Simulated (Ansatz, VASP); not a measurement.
**One calculation of TiSi, two programs**

INCAR

```
PREC = Accurate
ENCUT = 520
EDIFF = 1E-6
ISMEAR = 0
SIGMA = 0.15
LREAL = F
LASPH = T
NELM = 80
ALGO = Normal
ISIF = 2
LWAVE = F
LCHARG = F
GGA = PS
NBANDS = 15
```

File KPOINTS:

```
Automatic mesh
0
Gamma
  18 18 12
```

File POSCAR:

```
TiSi
1.0
    1.7616926600     -2.0540952800      0.0000000000
    1.7616926600      2.0540952800      0.0000000000
    0.0000000000      0.0000000000      3.9180520200
Ti Si
1 1
Direct
    0.5000000000      0.5000000000      0.0000000000
    0.0000000000      0.0000000000      0.5000000000
```

Input for Ansatz:

```yaml
crystal:
  lattice:
    - [1.76169266, -2.05409528, 0.0]
    - [1.76169266, 2.05409528, 0.0]
    - [0.0, 0.0, 3.91805202]
  atoms:
    - { symbol: Ti, position: [0.5, 0.5, 0.0] }
    - { symbol: Si, position: [0.0, 0.0, 0.5] }
basis:
  ecutwfc: 420
kpoints:
  mp_grid: { grid: [18, 18, 12] }
hamiltonian:
  xc: pbesol
scf:
  occupations: { method: gaussian, width: 0.15 }
output:
  forces: true
  stress: true
  eigenvalues: true
```

Change from the starting cell: strain -0.030 along x and y, +0.030 along z, atoms carried along.

Alike in both runs: task single point; functional PBEsol; k mesh 18 × 18 × 12; occupations gaussian, width 0.15 eV; no spin polarisation.

```csv
,VASP,Ansatz
version,VASP 6.6.1,Ansatz 0.2.0
potentials or method,"VASP PAW PBE potentials, release 64 (Ti_sv, Si), cutoff 520 eV","scalar-relativistic, plane waves, PAW"
valence electrons in the cell,16,16
```

```tsv
	VASP	Ansatz	Ansatz less VASP
gap on the k mesh at the Fermi level (eV)	none	none	-
pressure (GPa)	-1.0	-1.0	-0.02
traceless stress, the component that is largest in VASP (GPa)	-4.20	-4.27	-0.077
```

VASP's potentials were made for PBE, not for PBEsol. A gap of «none» marks a metal or a gap that the smearing closes.
